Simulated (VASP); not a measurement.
The system is LiCl.

```
Li Cl
1.0
     0.00000    2.62095    2.55603
     2.55603    0.00000    2.55603
     2.55603    2.62095    0.00000
Li Cl
1 1
Direct
  0.00000 0.00000 0.00000
  0.50000 0.50000 0.50000
```

This cell differs from its parent crystal: uniaxial y strain +2.5%.

Base run:

```yaml
Program: VASP 6.6.1
Functional: HSE06
Potentials_or_basis: VASP PAW PBE potentials, release 64 (Li_sv, Cl)
Cutoff: 520 eV
k_mesh: 6 × 6 × 6
Occupations: gaussian, width 0.01 eV
Spin: no spin polarisation
```

Its results: band gap on the k mesh 7.60 eV, direct.

Q: The run is repeated on the same cell with these changes: functional from HSE06 to r2SCAN; k mesh from 6 × 6 × 6 to 8 × 8 × 8. What comes out?

A: Band gap on the k mesh 7.16 eV, direct.

Several settings changed at once, so the effect can't be laid on one alone.

A k mesh can miss the band edges.
